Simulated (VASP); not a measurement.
A run of VASP 6.6.1 is set up as follows.

The input INCAR:

```
PREC = Accurate
ENCUT = 520
EDIFF = 1E-7
ISMEAR = 0
SIGMA = 0.1
LREAL = False
LASPH = True
NELM = 100
ALGO = Normal
ISIF = 2
LWAVE = False
LCHARG = True
GGA = PE
LELF = True
LVHAR = True
NBANDS = 38
```

The input KPOINTS:

```
regular mesh
0
Gamma
  10 10 10
```

File POSCAR:

```
W4N
1.0
    4.1217203384      0.0000000000      0.0000000000
    0.0000000000      4.1217203384      0.0000000000
    0.0000000000      0.0000000000      4.1956198610
W N
4 1
Direct
    0.0000000000      0.0000000000      0.0000000000
    0.0000000000      0.5000000000      0.5491051637
    0.5000000000      0.0000000000      0.4508948363
    0.5000000000      0.5000000000      0.0000000000
    0.5000000000      0.5000000000      0.5000000000
```

Potentials or basis: VASP PAW PBE potentials, release 64 (W_sv, N).

Command:

```console
$ cat potpaw_PBE.64/W_sv/POTCAR potpaw_PBE.64/N/POTCAR > POTCAR
$ mpirun -np 1 vasp_std > vasp.out
```

Question: Estimate the band gap on the k mesh.

Answer: Zero (an odd number of electrons rules out a gap without spin polarisation).

Question: What does it give for the pressure?

Answer: 0.9 GPa.

Question: What does it give for the largest force?

Answer: 0.006 eV/Å.

Forces on the atoms (eV/Å):
```
W    0.000  0.000  0.000
W    0.000  0.000  0.006
W    0.000  0.000 -0.006
W    0.000  0.000  0.000
N    0.000  0.000  0.000
```

Caveat: spin-orbit coupling is left out, which moves the levels of the heavy elements.
